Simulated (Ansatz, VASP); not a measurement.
One calculation of Hf4O3, two programs

```xyz
7
Lattice="-0.0014 0.0022 4.7930 4.9608 -0.0014 -0.0017 -0.0014 4.9628 0.0026" Properties=species:S:1:pos:R:3 pbc="T T T"
Hf    3.7387    3.7416    3.5674
Hf    1.2197    1.2215    3.5668
Hf    3.7388    1.2215    1.2255
Hf    1.2189    3.7425    1.2275
O     2.4795    0.0004    2.3961
O    -0.0015    2.4827    2.3982
O     2.4792    2.4817    2.3966
```

Change from the starting cell: cell x1, atoms moved at random (sigma 0.05 Å) and cell strained at random (1.5 %), then relaxed without symmetry.

Alike in both runs: functional PBE; k mesh 4 × 4 × 4; occupations gaussian, width 0.2 eV; no spin polarisation.

Ansatz relaxed the structure, and its values are those at the end. VASP's run is a single point on that final structure, the one shown.

```csv
,VASP,Ansatz
version,VASP 6.6.1,Ansatz 0.2.0
potentials or method,"VASP PAW PBE potentials, release 64 (Hf_pv, O), cutoff 520 eV","scalar-relativistic, plane waves, PAW"
valence electrons in the cell,58,122
```

Ansatz gave:

* gap on the k mesh at the Fermi level (eV): none
* pressure (GPa): -0.1
* rms of the force components (eV/Å): 0.004

Problem. What did VASP give for the same quantities?

Solution. gap on the k mesh at the Fermi level (eV): none; pressure (GPa): -1.8; rms of the force components (eV/Å): 0.103.

A gap of «none» marks a metal or a gap that the smearing closes. VASP's potentials hold 58 valence electrons a cell and Ansatz's 122, so a difference there can come from the potentials and not from the codes.

Neither program's run includes spin-orbit coupling.
